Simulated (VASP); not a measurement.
# Co: single point with BLYP

The system is Co.

```
Co
1.0
     0.00000    1.83321    1.83321
     1.83321    0.00000    1.83321
     1.83321    1.83321    0.00000
Co
1
Cartesian
  0.0000 0.0000 0.0000
```

This cell differs from its parent crystal: volume scaled by 1.08.

```yaml
Program: VASP 6.6.1
Task: single point
Functional: BLYP
Potentials_or_basis: VASP PAW PBE potentials, release 64 (Co)
Cutoff: 520 eV
k_mesh: 17 × 17 × 17
Occupations: fermi-dirac, width 0.05 eV
Spin: collinear spin, ferromagnetic start
Starting_moments: "[1.714] μB"
Dipole_correction: no
Further_INCAR_settings: ALGO = Normal; EDIFF = 1e-06; NBANDS = 14
```

The pressure is -12.0 GPa and the net moment is 1.68 μB per cell. The site moments are Co +1.71 μB and the valence electrons inside the program's atomic spheres are Co 8.09.

Levels at points of the mesh, in eV from the Fermi level:
Spin up:
```
           k point  band 3  band 4  band 5  band 6  band 7  band 8
(0.00, 0.00, 0.00)   -2.54   -2.54   -1.72   -1.72   22.24   25.40
```
Spin down:
| k point | band 1 | band 2 | band 3 | band 4 | band 5 | band 6 | band 7 | band 8 |
| --- | --- | --- | --- | --- | --- | --- | --- | --- |
| (0.00, 0.00, 0.00) | -8.12 | -0.99 | -0.99 | -0.99 | 0.27 | 0.27 | 21.94 | 25.63 |

Run time: 90 s on 1 thread of Intel Xeon 8259CL, on a shared host, peak memory 0.16 GiB.

Caveat: the PAW data sets were made with another functional, which shifts forces and pressure a little.
